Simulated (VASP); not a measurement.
# Bi (Immm) in VASP: notebook

Runs on Bi. Level: PBEsol+D3(BJ). Tasks: single point.

Program: VASP 6.6.1. These are calculated values, not measurements. Logs are shortened: lines on timing, memory, paths and dates and some standing lists are left out, and cuts for length are marked.

**1. The cell of the first run**

The structure is orthorhombic, space group Immm (No. 71). Conventional cell: a = 3.315 Å, b = 3.758 Å, c = 4.470 Å, α = 90.00°, β = 90.00°, γ = 90.00°. Bi (site symmetry mmm) has 14 Bi at 3.32 to 4.47 Å within 4.5 Å.

**2. Single point, PBEsol+D3(BJ)**

Contents of INCAR:

```
SYSTEM = Bi
ALGO     = Fast           ! electronic algorithm
EDIFF    = 1E-7           ! SCF threshold, eV
ENCUT    = 520            ! plane-wave cutoff, eV
GGA      = PS             ! functional
ISIF     = 2              ! what is computed and relaxed
ISMEAR   = 0              ! smearing method
IVDW     = 12             ! dispersion correction
LASPH    = .TRUE.         ! aspherical terms in the spheres
LCHARG   = .FALSE.        ! write CHGCAR
LREAL    = .FALSE.        ! projectors in reciprocal space
LWAVE    = .FALSE.        ! write WAVECAR
NBANDS   = 14             ! bands
NELM     = 100            ! most SCF steps
PREC     = Accurate       ! precision mode
SIGMA    = 0.15           ! smearing width, eV
```

Contents of KPOINTS:

```
k-points
0
G
  16 16 16
  0 0 0
```

Contents of POSCAR:

```
Bi
1.0
   -1.6577012596      2.2348617980      1.8790423261
    1.6577012596     -2.2348617980      1.8790423261
    1.6577012596      2.2348617980     -1.8790423261
Bi
1
Direct
    0.0000000000      0.0000000000      0.0000000000
```

Potentials or basis: VASP PAW PBE potentials, release 64 (Bi_d).

Launch:

```console
cat potpaw_PBE.64/Bi_d/POTCAR > POTCAR
mpirun -np 1 vasp_std > vasp.out
```

OUTCAR:

```text
SYSTEM = Bi
   EDIFF = 1E-7
   ENCUT = 520
   GGA = PS
   ISIF = 2
   ISMEAR = 0
   IVDW = 12
   LASPH = .TRUE.
   LREAL = .FALSE.
   NELM = 100
   PREC = Accurate
 IVDW          = 12

 ion  position               nearest neighbor table
   1  0.000  0.000  0.000-

  LATTYP: Found a body centered orthorhombic cell.
 ALAT       =     3.3154025192
 B/A-ratio  =     1.1335228921
 C/A-ratio  =     1.3481692103

  Lattice vectors:

 A1 = (   1.6577012596,  -2.2348617980,  -1.8790423261)
 A2 = (  -1.6577012596,  -2.2348617980,   1.8790423261)
 A3 = (  -1.6577012596,   2.2348617980,  -1.8790423261)

Analysis of symmetry for initial positions (statically):
=====================================================================
 Subroutine PRICEL returns:
 Original cell was already a primitive cell.

 Routine SETGRP: Setting up the symmetry group for a
 body centered orthorhombic supercell.

 Subroutine GETGRP returns: Found  8 space group operations
 (whereof  8 operations were pure point group operations)
 out of a pool of  8 trial point group operations.

The static configuration has the point symmetry D_2h.

Analysis of symmetry for dynamics (positions and initial velocities):
=====================================================================
 Subroutine PRICEL returns:
 Original cell was already a primitive cell.

 Routine SETGRP: Setting up the symmetry group for a
 body centered orthorhombic supercell.

 Subroutine GETGRP returns: Found  8 space group operations
 (whereof  8 operations were pure point group operations)
 out of a pool of  8 trial point group operations.

The dynamic configuration has the point symmetry D_2h.

 Subroutine INISYM returns: Found  8 space group operations
 (whereof  8 operations are pure point group operations),
 and found     1 'primitive' translations

----------------------------------------------------------------------------------------

                                     Primitive cell

  volume of cell :      27.8454

  direct lattice vectors                    reciprocal lattice vectors
    -1.657701260  2.234861798  1.879042326     0.000000000  0.223727481  0.266092995
     1.657701260 -2.234861798  1.879042326     0.301622501  0.000000000  0.266092995
     1.657701260  2.234861798 -1.879042326     0.301622501  0.223727481  0.000000000

  length of vectors
     3.357585559  3.357585559  3.357585559     0.347648483  0.402220854  0.375539770

  position of ions in fractional coordinates (direct lattice)
     0.000000000  0.000000000  0.000000000

  ion indices of the primitive-cell ions
   primitive index   ion index
                 1           1

----------------------------------------------------------------------------------------

 KPOINTS: k-points

Automatic generation of k-mesh.
 Grid dimensions read from file:
 generate k-points for:   16   16   16

 Generating k-lattice:

  Cartesian coordinates                     Fractional coordinates (reciprocal lattice)
     0.000000000  0.013982968  0.016630812     0.062500000  0.000000000  0.000000000
     0.018851406  0.000000000  0.016630812     0.000000000  0.062500000  0.000000000
     0.018851406  0.013982968  0.000000000     0.000000000  0.000000000  0.062500000

  Length of vectors
     0.021728030  0.025138803  0.023471236

  Shift w.r.t. Gamma in fractional coordinates (k-lattice)
     0.000000000  0.000000000  0.000000000

 Subroutine IBZKPT returns following result:
 ===========================================

 Found    621 irreducible k-points:

 Following reciprocal coordinates:
            Coordinates               Weight
  0.000000  0.000000  0.000000      1.000000
  0.062500  0.000000  0.000000      4.000000
  0.125000  0.000000  0.000000      4.000000
  0.187500  0.000000  0.000000      4.000000
  0.250000  0.000000  0.000000      4.000000
  0.312500  0.000000  0.000000      4.000000
[... 16 lines left out ...]
 -0.187500  0.062500  0.000000      8.000000
 -0.125000  0.062500  0.000000      8.000000
 [... further k-points ...]
   k-points           NKPTS =    621   k-points in BZ     NKDIM =    621   number of bands    NBANDS=     14
   number of dos      NEDOS =    301   number of ions     NIONS =      1
   total plane-waves  NPLWV =  21952
   dimension x,y,z NGX =    28 NGY =   28 NGZ =   28
   dimension x,y,z NGXF=    56 NGYF=   56 NGZF=   56
   ions per type =               1
   NGX,Y,Z   is equivalent  to a cutoff of  13.86, 13.86, 13.86 a.u.
   NGXF,Y,Z  is equivalent  to a cutoff of  27.73, 27.73, 27.73 a.u.
 SYSTEM =  Bi
   PREC   = accura    normal or accurate (medium, high low for compatibility)
   ISTART =      0    job   : 0-new  1-cont  2-samecut
   ICHARG =      2    charge: 1-file 2-atom 10-const
   ISPIN  =      1    spin polarized calculation?
   LNONCOLLINEAR =      F non collinear calculations
   LSORBIT =      F    spin-orbit coupling
   LASPH  =      T    aspherical Exc in radial PAW
   ENCUT  =  520.0 eV  38.22 Ry    6.18 a.u.   6.24  6.24  6.24*2*pi/ulx,y,z
   NELM   =    100;   NELMIN=  2; NELMDL= -5     # of ELM steps
   EDIFF  = 0.1E-06   stopping-criterion for ELM
   LREAL  =      F    real-space projection
   EDIFFG = 0.1E-05   stopping-criterion for IOM
   NSW    =      0    number of steps for IOM
   IBRION =     -1    ionic relax: 0-MD 1-quasi-New 2-CG
   NFREE  =      0    steps in history (QN), initial steepest desc. (CG)
   ISIF   =      2    stress and relaxation
   ISYM   =      2    0-nonsym 1-usesym 2-fastsym
   POTIM  = 0.5000    time-step for ionic-motion
   TEBEG  =    0.0;   TEEND  =   0.0 temperature during run
   PSTRESS=    0.0 pullay stress
   NELECT =      15.0000    total number of electrons
   NUPDOWN=      -1.0000    fix difference up-down
   EMIN   =  10.00;   EMAX   =-10.00  energy-range for DOS
   EFERMI =   0.00;   METHOD = LEGACY
   ISMEAR =     0;   SIGMA  =   0.15  broadening in eV -4-tet -1-fermi 0-gaus
   EFERMI_NEDOS =   21; number of points for ismear=-14 and -15
   IALGO  =     68    algorithm
   IMIX   =      4    mixing-type and parameters
     AMIX     =   0.40;   BMIX     =  1.00
     AMIX_MAG =   1.60;   BMIX_MAG =  1.00
  volume/ion in A,a.u.               =      27.85       187.91
  Fermi-wavevector in a.u.,A,eV,Ry     =   1.332051  2.517211 24.141620  1.774359
  Thomas-Fermi vector in A             =   2.461015
   LORBIT       =      0    0 simple, 1 ext, 2 COOP (PROOUT), +10 PAW based schemes
   GGA     = PS    functional components
   LHFCALC =     F    Hartree Fock is set to
   AEXX    =    0.0000 exact exchange contribution
   IVDW    =    12    specifies the selected vdW correction
   LEPSILON=     F    determine dielectric tensor
   LRPA    =     F    only Hartree local field effects (RPA)
 non-spin polarized calculation
 RMM-DIIS sequential band-by-band and
 Gauss-broadening in eV      SIGMA  =   0.15
  energy-cutoff  :      520.00
  volume of cell :       27.85
 maximum number of plane-waves:       760
 NGX is ok and might be reduce to    28
   NGX = 13   NGY = 13   NGZ = 13

 number of electron      15.0000001 magnetization

 Free energy of the ion-electron system (eV)
  ---------------------------------------------------
  ext. energy  EPLUGINS =         0.00000000
  ---------------------------------------------------
  free energy    TOTEN  =        -4.14405682 eV

  energy without entropy =       -4.13766351  energy(sigma->0) =       -4.14086016

 E-fermi :   9.2851     XC(G=0): -10.9742

 val. band max:        9.2725402669   @ k =   0.5000  -0.4375   0.3125
 cond. band min:       9.2907616498   @ k =   0.1250   0.1250   0.0000
 fundamental gap:      0.0182213828
 Fermi energy:         9.2850858461

 k-point     1 :       0.0000    0.0000    0.0000
  band No.  band energies     occupation
      1     -13.8735      2.00000
      2     -13.8142      2.00000
      3     -13.8074      2.00000
      4     -13.7516      2.00000
      5     -13.6508      2.00000
      6      -5.1948      2.00000
      7      14.0287      0.00000
      8      14.4151      0.00000
      9      16.2736      0.00000
     10      18.6260      0.00000
     11      18.9666      0.00000
     12      19.3301      0.00000
     13      21.5137      0.00000
     14      22.1303      0.00000

 k-point     2 :       0.0625    0.0000    0.0000
  band No.  band energies     occupation
      1     -13.8687      2.00000
      2     -13.8158      2.00000
      3     -13.8036      2.00000
      4     -13.7492      2.00000
      5     -13.6521      2.00000
      6      -5.1243      2.00000
      7      13.2062      0.00000
      8      14.2858      0.00000
      9      16.1086      0.00000
     10      18.7714      0.00000
     11      19.0407      0.00000
     12      20.1652      0.00000
     13      21.2620      0.00000
     14      22.3135      0.00000

 k-point     3 :       0.1250    0.0000    0.0000
  band No.  band energies     occupation
      1     -13.8557      2.00000
      2     -13.8203      2.00000
      3     -13.7965      2.00000
      4     -13.7387      2.00000
      5     -13.6556      2.00000
      6      -4.9139      2.00000
      7      11.4022      0.00000
      8      14.3084      0.00000
      9      15.6823      0.00000
     10      18.4830      0.00000
     11      19.4116      0.00000
     12      20.7043      0.00000
     13      21.6800      0.00000
     14      22.2467      0.00000
[... 324 lines left out ...]
 k-point    23 :      -0.1875    0.0625    0.0000
  band No.  band energies     occupation
      1     -13.8451      2.00000
      2     -13.8176      2.00000
      3     -13.7927      2.00000
      4     -13.7271      2.00000
      5     -13.6626      2.00000
      6      -4.7125      2.00000
      7      10.6227      0.00000
      8      14.0987      0.00000
      9      14.9041      0.00000
     10      18.4662      0.00000
     11      19.3039      0.00000
     12      20.3030      0.00000
     13      22.3649      0.00000
     14      22.6500      0.00000

 k-point    24 :      -0.1250    0.0625    0.0000
  band No.  band energies     occupation
      1     -13.8591      2.00000
      2     -13.8131      2.00000
      3     -13.7977      2.00000
      4     -13.7449      2.00000
      5     -13.6575      2.00000
      6      -4.9805      2.00000
      7      12.5020      0.00000
      8      14.1245      0.00000
      9      15.2541      0.00000
     10      18.5219      0.00000
     11      19.2001      0.00000
     12      20.7365      0.00000
     13      21.0844      0.00000
     14      22.2803      0.00000

 [... further k-points ...]

------------------------ aborting loop because EDIFF is reached ----------------------------------------

 Edisp (eV)   -0.58839

 E8    (eV) :    -0.4213

  FORCE on cell =-STRESS in cart. coord.  units (eV):
  Direction    XX          YY          ZZ          XY          YZ          ZX
  --------------------------------------------------------------------------------------
  -------------------------------------------------------------------------------------
  Total       0.70798     0.17787     0.48845     0.00000     0.00000     0.00000
  in kB      40.73571    10.23422    28.10451     0.00000     0.00000     0.00000
  external pressure =       26.36 kB  Pullay stress =        0.00 kB

 VOLUME and BASIS-vectors are now :
 -----------------------------------------------------------------------------
  energy-cutoff  :      520.00
  volume of cell :       27.85
      direct lattice vectors                 reciprocal lattice vectors
    -1.657701260  2.234861798  1.879042326     0.000000000  0.223727481  0.266092995
     1.657701260 -2.234861798  1.879042326     0.301622501  0.000000000  0.266092995
     1.657701260  2.234861798 -1.879042326     0.301622501  0.223727481  0.000000000

 POSITION                                       TOTAL-FORCE (eV/Angst)
 -----------------------------------------------------------------------------------
      0.00000      0.00000      0.00000         0.000000      0.000000     -0.000000
 -----------------------------------------------------------------------------------
    total drift:                               -0.000000     -0.000000     -0.000000

  FREE ENERGIE OF THE ION-ELECTRON SYSTEM (eV)
  ---------------------------------------------------
  free  energy   TOTEN  =        -4.7324454099 eV

  energy  without entropy=       -4.7260520951  energy(sigma->0) =       -4.72924875
```

Wall time 8.2 min (1 thread of Intel Xeon 8259CL, shared host); peak memory 0.34 GiB.

What came out:

```yaml
Free_energy: -4.7324 eV
Pressure: 2.6 GPa
Band_gap_on_the_k_mesh: zero (an odd number of electrons rules out a gap without spin polarisation)
Dispersion_energy_per_atom: -0.588 eV
```

Stress tensor (GPa, compression positive):
```
4.07 0.00 0.00
0.00 1.02 0.00
0.00 0.00 2.81
```

Caveat: the cell differs from its parent crystal (strain +e along x and -e along y -0.1500, strain +e along z and -e/2 along x and y -0.0233); the PAW data sets were made with another functional, which shifts forces and pressure a little; spin-orbit coupling is left out, which moves the levels of the heavy elements.

(Part 1 of 2 ends here.)
